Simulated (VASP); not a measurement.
# GaAs (F-43m) in VASP: a series of runs

GaAs is run at these levels: r2SCAN; tasks: relaxation of cell and atoms.

Everything below comes from runs of VASP 6.6.1. Logs are shortened: lines on timing, memory, paths and dates and some standing lists are left out, and cuts for length are marked.

## Step 1: The cell of the first run

It takes space group F-43m (No. 216, cubic). The conventional cell has a = 5.667 Å, b = 5.667 Å, c = 5.667 Å, α = 90.00°, β = 90.00°, γ = 90.00°. Ga (site symmetry -43m) has 4 As at 2.45 Å within 3.2 Å. As (site symmetry -43m) has 4 Ga at 2.45 Å within 3.2 Å.

## Step 2: Relaxation of cell and atoms, r2SCAN, target pressure 10 GPa, at which the enthalpy is minimised

Input file POSCAR:

```
GaAs
1.0
    2.8334300943      2.8334300943      0.0000000000
   -2.8334300943      2.8334300943      0.0000000000
    0.0000000000      2.8334300943      2.8334300943
Ga As
1 1
Direct
    0.0000000000      0.0000000000      0.0000000000
    0.7500000000      0.2500000000      0.5000000000
```

Input file INCAR.step1:

```
ALGO = Normal
EDIFF = 1E-4
ENCUT = 600
GGA = PE
ISMEAR = 0
LASPH = T
LCHARG = F
LREAL = F
LWAVE = T
NELM = 80
PREC = Accurate
SIGMA = 0.01
```

Input file INCAR.step2:

```
ALGO = Normal
EDIFF = 1E-7
EDIFFG = -0.002
ENCUT = 600
IBRION = 2
ISIF = 3
ISMEAR = 0
ISTART = 1
LASPH = T
LCHARG = F
LMIXTAU = T
LREAL = F
LWAVE = F
METAGGA = R2SCAN
NELM = 80
NSW = 100
PREC = Accurate
PSTRESS = 100.0
SIGMA = 0.01
```

Input file KPOINTS:

```
k-points
0
Gamma
  8 8 8
```

Potentials or basis: VASP PAW PBE potentials, release 64 (Ga_d, As).

Command:

```bash
$ cat potpaw_PBE.64/Ga_d/POTCAR potpaw_PBE.64/As/POTCAR > POTCAR
$ cp INCAR.step1 INCAR
$ mpirun -np 1 vasp_std > vasp.out
$ cp INCAR.step2 INCAR
$ mpirun -np 1 vasp_std > vasp.out
```

OUTCAR:

```text
EDIFF = 1E-7
   EDIFFG = -0.002
   ENCUT = 600
   IBRION = 2
   ISIF = 3
   ISMEAR = 0
   ISTART = 1
   LASPH = T
   LREAL = F
   METAGGA = R2SCAN
   NELM = 80
   NSW = 100
   PREC = Accurate
   PSTRESS = 100.0

 ion  position               nearest neighbor table
   1  0.000  0.000  0.000-   2 2.45   2 2.45   2 2.45   2 2.45
   2  0.750  0.250  0.500-   1 2.45   1 2.45   1 2.45   1 2.45

  LATTYP: Found a face centered cubic cell.
 ALAT       =     5.6668601886

  Lattice vectors:

 A1 = (   0.0000000000,   2.8334300943,   2.8334300943)
 A2 = (   2.8334300943,   0.0000000000,   2.8334300943)
 A3 = (   2.8334300943,   2.8334300943,   0.0000000000)

Analysis of symmetry for initial positions (statically):
=====================================================================
 Subroutine PRICEL returns:
 Original cell was already a primitive cell.

 Routine SETGRP: Setting up the symmetry group for a
 face centered cubic supercell.

 Subroutine GETGRP returns: Found 24 space group operations
 (whereof 24 operations were pure point group operations)
 out of a pool of 48 trial point group operations.

The static configuration has the point symmetry T_d .

Analysis of symmetry for dynamics (positions and initial velocities):
=====================================================================
 Subroutine PRICEL returns:
 Original cell was already a primitive cell.

 Routine SETGRP: Setting up the symmetry group for a
 face centered cubic supercell.

 Subroutine GETGRP returns: Found 24 space group operations
 (whereof 24 operations were pure point group operations)
 out of a pool of 48 trial point group operations.

The dynamic configuration has the point symmetry T_d .

 Subroutine INISYM returns: Found 24 space group operations
 (whereof 24 operations are pure point group operations),
 and found     1 'primitive' translations

----------------------------------------------------------------------------------------

                                     Primitive cell

  volume of cell :      45.4954

  direct lattice vectors                    reciprocal lattice vectors
     2.833430094  2.833430094  0.000000000     0.176464562  0.176464562 -0.176464562
    -2.833430094  2.833430094  0.000000000    -0.176464562  0.176464562 -0.176464562
     0.000000000  2.833430094  2.833430094     0.000000000  0.000000000  0.352929124

  length of vectors
     4.007075267  4.007075267  4.007075267     0.305645587  0.305645587  0.352929124

  position of ions in fractional coordinates (direct lattice)
     0.000000000  0.000000000  0.000000000
     0.750000000  0.250000000  0.500000000

  ion indices of the primitive-cell ions
   primitive index   ion index
                 1           1
                 2           2

----------------------------------------------------------------------------------------

 KPOINTS: k-points

Automatic generation of k-mesh.
 Grid dimensions read from file:
 generate k-points for:    8    8    8

 Generating k-lattice:

  Cartesian coordinates                     Fractional coordinates (reciprocal lattice)
     0.022058070  0.022058070 -0.022058070     0.125000000  0.000000000  0.000000000
    -0.022058070  0.022058070 -0.022058070     0.000000000  0.125000000  0.000000000
     0.000000000  0.000000000  0.044116140     0.000000000  0.000000000  0.125000000

  Length of vectors
     0.038205698  0.038205698  0.044116140

  Shift w.r.t. Gamma in fractional coordinates (k-lattice)
     0.000000000  0.000000000  0.000000000

 Subroutine IBZKPT returns following result:
 ===========================================

 Found     29 irreducible k-points:

 Following reciprocal coordinates:
            Coordinates               Weight
  0.000000  0.000000  0.000000      1.000000
  0.125000  0.000000  0.000000      8.000000
  0.250000  0.000000  0.000000      8.000000
  0.375000  0.000000  0.000000      8.000000
  0.500000  0.000000  0.000000      4.000000
  0.125000  0.125000  0.000000     12.000000
[... 16 lines left out ...]
  0.375000  0.250000  0.125000     48.000000
  0.500000  0.250000  0.125000     24.000000
 [... further k-points ...]
   k-points           NKPTS =     29   k-points in BZ     NKDIM =     29   number of bands    NBANDS=     13
   number of dos      NEDOS =    301   number of ions     NIONS =      2
   total plane-waves  NPLWV =  32768
   dimension x,y,z NGX =    32 NGY =   32 NGZ =   32
   dimension x,y,z NGXF=    64 NGYF=   64 NGZF=   64
   ions per type =               1   1
   NGX,Y,Z   is equivalent  to a cutoff of  13.28, 13.28, 13.28 a.u.
   NGXF,Y,Z  is equivalent  to a cutoff of  26.55, 26.55, 26.55 a.u.
 SYSTEM =  unknown system
   PREC   = accura    normal or accurate (medium, high low for compatibility)
   ISTART =      1    job   : 0-new  1-cont  2-samecut
   ICHARG =      0    charge: 1-file 2-atom 10-const
   ISPIN  =      1    spin polarized calculation?
   LNONCOLLINEAR =      F non collinear calculations
   LSORBIT =      F    spin-orbit coupling
   LASPH  =      T    aspherical Exc in radial PAW
   ENCUT  =  600.0 eV  44.10 Ry    6.64 a.u.   8.00  8.00  8.00*2*pi/ulx,y,z
   NELM   =     80;   NELMIN=  2; NELMDL=  0     # of ELM steps
   EDIFF  = 0.1E-06   stopping-criterion for ELM
   LREAL  =      F    real-space projection
   EDIFFG = -.2E-02   stopping-criterion for IOM
   NSW    =    100    number of steps for IOM
   IBRION =      2    ionic relax: 0-MD 1-quasi-New 2-CG
   NFREE  =      1    steps in history (QN), initial steepest desc. (CG)
   ISIF   =      3    stress and relaxation
   ISYM   =      2    0-nonsym 1-usesym 2-fastsym
   POTIM  = 0.5000    time-step for ionic-motion
   TEBEG  =    0.0;   TEEND  =   0.0 temperature during run
   PSTRESS=  100.0 pullay stress
   NELECT =      18.0000    total number of electrons
   NUPDOWN=      -1.0000    fix difference up-down
   EMIN   =  10.00;   EMAX   =-10.00  energy-range for DOS
   EFERMI =   0.00;   METHOD = LEGACY
   ISMEAR =     0;   SIGMA  =   0.01  broadening in eV -4-tet -1-fermi 0-gaus
   EFERMI_NEDOS =   21; number of points for ismear=-14 and -15
   IALGO  =     38    algorithm
   IMIX   =      4    mixing-type and parameters
     AMIX     =   0.40;   BMIX     =  1.00
     AMIX_MAG =   1.60;   BMIX_MAG =  1.00
  volume/ion in A,a.u.               =      22.75       153.51
  Fermi-wavevector in a.u.,A,eV,Ry     =   1.201830  2.271130 19.652203  1.444396
  Thomas-Fermi vector in A             =   2.337628
   LORBIT       =      0    0 simple, 1 ext, 2 COOP (PROOUT), +10 PAW based schemes
   METAGGA = R2SCAN    functional components
   LHFCALC =     F    Hartree Fock is set to
   AEXX    =    0.0000 exact exchange contribution
   IVDW    =     0    specifies the selected vdW correction
   LEPSILON=     F    determine dielectric tensor
   LRPA    =     F    only Hartree local field effects (RPA)
 conjugate gradient relaxation of ions
 non-spin polarized calculation
 Gauss-broadening in eV      SIGMA  =   0.01
  energy-cutoff  :      600.00
  volume of cell :       45.50
 maximum number of plane-waves:      1540
   NGX = 17   NGY = 17   NGZ = 17

--------------------------------------- Ionic step        1  -------------------------------------------

 number of electron      18.0000010 magnetization

 Free energy of the ion-electron system (eV)
  ---------------------------------------------------
  ext. energy  EPLUGINS =         0.00000000
  ---------------------------------------------------
  free energy    TOTEN  =       -27.05408556 eV

  energy without entropy =      -27.05408556  energy(sigma->0) =      -27.05408556

 E-fermi :   3.6690     XC(G=0): -10.2218

 val. band max:        3.6139020995   @ k =   0.0000   0.0000   0.0000
 cond. band min:       4.5536819421   @ k =   0.0000   0.0000   0.0000
 fundamental gap:      0.9397798426
 Fermi energy:         3.6690079688

 k-point     1 :       0.0000    0.0000    0.0000
  band No.  band energies     occupation
      1     -11.6117      2.00000
      2     -11.6117      2.00000
      3     -11.6117      2.00000
      4     -11.5238      2.00000
      5     -11.5237      2.00000
      6      -9.5451      2.00000
      7       3.6139      2.00000
      8       3.6139      2.00000
      9       3.6139      2.00000
     10       4.5537      0.00000
     11       7.6524      0.00000
     12       7.6525      0.00000
     13       7.6525      0.00000
[... 353 lines left out ...]
 k-point    24 :       0.5000    0.2500    0.1250
  band No.  band energies     occupation
      1     -11.7069      2.00000
      2     -11.5847      2.00000
      3     -11.5774      2.00000
      4     -11.5283      2.00000
      5     -11.5201      2.00000
      6      -7.3611      2.00000
      7      -3.0033      2.00000
      8       0.3420      2.00000
      9       1.6340      2.00000
     10       6.9783      0.00000
     11       8.1451      0.00000
     12      10.3744      0.00000
     13      11.8037      0.00000

 [... further k-points ...]

------------------------ aborting loop because EDIFF is reached ----------------------------------------

  FORCE on cell =-STRESS in cart. coord.  units (eV):
  Direction    XX          YY          ZZ          XY          YZ          ZX
  --------------------------------------------------------------------------------------
  -------------------------------------------------------------------------------------
  Total        0.0164053      0.0164053      0.0164053     -0.0000000      0.0000000     -0.0000000
  in kB        0.5777333      0.5777333      0.5777333     -0.0000000      0.0000000     -0.0000000
  external PRESSURE =     -99.4222667 kB  Pullay stress =     100.0000000 kB
[... 175 lines left out ...]
  enthalpy is  TOTEN    =       -24.3724513290 eV   P V=        2.5519792878

--------------------------------------- Ionic step        6  -------------------------------------------

 number of electron      18.0000000 magnetization

 Free energy of the ion-electron system (eV)
  ---------------------------------------------------
  ext. energy  EPLUGINS =         0.00000000
  ---------------------------------------------------
  free energy    TOTEN  =       -26.92357093 eV

  energy without entropy =      -26.92357093  energy(sigma->0) =      -26.92357093

 E-fermi :   4.7601     XC(G=0): -10.7457

 val. band max:        4.6830365612   @ k =   0.0000   0.0000   0.0000
 cond. band min:       6.2377708636   @ k =   0.5000   0.5000   0.0000
 fundamental gap:      1.5547343024
 Fermi energy:         4.7600853587

 k-point     1 :       0.0000    0.0000    0.0000
  band No.  band energies     occupation
      1     -10.7670      2.00000
      2     -10.7670      2.00000
      3     -10.7670      2.00000
      4     -10.6469      2.00000
      5     -10.6469      2.00000
      6      -9.3240      2.00000
      7       4.6830      2.00000
      8       4.6830      2.00000
      9       4.6830      2.00000
     10       6.5108      0.00000
     11       8.7323      0.00000
     12       8.7324      0.00000
     13       8.7324      0.00000
[... 353 lines left out ...]
 k-point    24 :       0.5000    0.2500    0.1250
  band No.  band energies     occupation
      1     -10.9100      2.00000
      2     -10.7289      2.00000
      3     -10.7185      2.00000
      4     -10.6542      2.00000
      5     -10.6421      2.00000
      6      -6.7070      2.00000
      7      -2.4966      2.00000
      8       0.9808      2.00000
      9       2.3845      2.00000
     10       8.3903      0.00000
     11       9.1840      0.00000
     12      11.8249      0.00000
     13      13.3509      0.00000

 [... further k-points ...]

------------------------ aborting loop because EDIFF is reached ----------------------------------------

  FORCE on cell =-STRESS in cart. coord.  units (eV):
  Direction    XX          YY          ZZ          XY          YZ          ZX
  --------------------------------------------------------------------------------------
  -------------------------------------------------------------------------------------
  Total        2.5511125      2.5511125      2.5511125     -0.0000000      0.0000000     -0.0000000
  in kB       99.9998812     99.9998812     99.9998812     -0.0000000      0.0000000     -0.0000000
  external PRESSURE =      -0.0001188 kB  Pullay stress =     100.0000000 kB
[... 17 lines left out ...]
  FREE ENERGIE OF THE ION-ELECTRON SYSTEM (eV)
  ---------------------------------------------------
  free  energy   TOTEN  =       -26.9235709292 eV

  energy  without entropy=      -26.9235709292  energy(sigma->0) =      -26.92357093

  enthalpy is  TOTEN    =       -24.3724553896 eV   P V=        2.5511155396

 reached required accuracy - stopping structural energy minimisation
```

It took 4.7 min on 1 thread of Intel Xeon Platinum 8488C (Sapphire Rapids), shared host; peak memory 0.21 GiB.

Results:

```yaml
Free_energy: -26.9236 eV
Relaxed_volume: 20.44 Å³/atom
Relaxed_cell: a = 3.867 Å, b = 3.867 Å, c = 3.867 Å, α = 60.00°, β = 60.00°, γ = 90.00°
Space_group_after_relaxing_to_0.1_Å: F-43m (No. 216)
Energy_change_on_relaxing_the_run_minimises_the_enthalpy: +65.3 meV/atom
Ionic_steps: 6
Pressure_after_relaxing: 10.0 GPa
Band_gap_on_the_k_mesh: 1.55 eV (least direct gap 1.83 eV)
```

Step by step:
```csv
step,energy change (eV),largest force (eV/Å),pressure (GPa),volume (Å³)
1,0.0000,0.0000,0.06,45.50
2,0.5565,0.0000,24.93,36.82
3,0.1260,0.0000,9.79,40.95
4,0.1315,0.0000,10.04,40.86
5,0.1297,0.0000,9.96,40.89
6,0.1305,0.0000,10.00,40.87
```

Final structure:
```
Ga As
1.0
     2.73403    2.73403    0.00000
    -2.73403    2.73403    0.00000
     0.00000    2.73403    2.73403
Ga As
1 1
Cartesian
  0.0000 0.0000 0.0000
  1.3670 4.1010 1.3670
```

Caveat: the cell is relaxed towards a set pressure, so the run minimises the enthalpy, not the energy; the PAW data sets were made with another functional, which shifts forces and pressure a little. A k mesh can miss the band edges.

## Step 3: Relaxation of cell and atoms, r2SCAN, target pressure 15 GPa, at which the enthalpy is minimised

POSCAR is that of step 2.

Input file INCAR.step1:

```
PREC = Accurate
ENCUT = 600
ISMEAR = 0
SIGMA = 0.01
LREAL = F
LASPH = T
NELM = 80
GGA = PE
ALGO = Normal
EDIFF = 1E-4
LWAVE = T
LCHARG = F
```

Input file INCAR.step2:

```
PREC = Accurate
ENCUT = 600
EDIFF = 1E-7
ISMEAR = 0
SIGMA = 0.01
LREAL = F
LASPH = T
NELM = 80
ALGO = Normal
ISIF = 3
LWAVE = F
LCHARG = F
METAGGA = R2SCAN
LMIXTAU = T
IBRION = 2
NSW = 100
EDIFFG = -0.002
PSTRESS = 150.0
ISTART = 1
```

Input file KPOINTS:

```
Automatic mesh
0
Gamma
  8 8 8
```

Potentials or basis: VASP PAW PBE potentials, release 64 (Ga_d, As).

Command:

```bash
$ cat potpaw_PBE.64/Ga_d/POTCAR potpaw_PBE.64/As/POTCAR > POTCAR
$ cp INCAR.step1 INCAR
$ mpirun -np 1 vasp_std > vasp.out
$ cp INCAR.step2 INCAR
$ mpirun -np 1 vasp_std > vasp.out
```

Run time: 7.4 min. Hardware: 1 thread of Intel Xeon Platinum 8488C (Sapphire Rapids), shared host; peak memory 0.22 GiB.

Results (log left out):

| Quantity | Value |
| --- | --- |
| Free energy | -26.8007 eV |
| Relaxed volume | 19.64 Å³/atom |
| Relaxed cell | a = 3.816 Å, b = 3.816 Å, c = 3.816 Å, α = 60.00°, β = 60.00°, γ = 90.00° |
| Space group after relaxing (to 0.1 Å) | F-43m (No. 216) |
| Energy change on relaxing (the run minimises the enthalpy) | +126.7 meV/atom |
| Ionic steps | 8 |
| Pressure after relaxing | 15.0 GPa |
| Band gap on the k mesh | 1.46 eV (least direct gap 2.17 eV) |

The path:
```tsv
step	energy change (eV)	largest force (eV/Å)	pressure (GPa)	volume (Å³)
1	0.0000	0.0000	0.06	45.50
2	1.4308	0.0000	48.74	32.91
3	0.2332	0.0000	14.29	39.51
4	0.2488	0.0000	14.83	39.33
5	0.2598	0.0000	15.23	39.22
6	0.2462	0.0000	14.73	39.36
7	0.2544	0.0000	15.03	39.27
8	0.2534	0.0000	14.99	39.28
```

Final structure:
```xyz
2
Lattice="2.6981 2.6981 0.0000 -2.6981 2.6981 0.0000 0.0000 2.6981 2.6981" Properties=species:S:1:pos:R:3 pbc="T T T"
Ga    0.0000    0.0000    0.0000
As    1.3491    4.0472    1.3491
```

Levels at points of the mesh, in eV from the valence-band top:
```
           k point  band 7  band 8  band 9  band 10  band 11  band 12
(0.00, 0.00, 0.00)    0.00    0.00    0.00     2.17     4.04     4.04
(0.50, 0.00, 0.00)   -7.70   -1.43   -1.43     1.81     4.99     4.99
(0.50, 0.50, 0.00)   -7.74   -3.33   -3.33     1.46     1.84    12.06
```

Caveat: the cell is relaxed towards a set pressure, so the run minimises the enthalpy, not the energy; the PAW data sets were made with another functional, which shifts forces and pressure a little. A k mesh can miss the band edges.
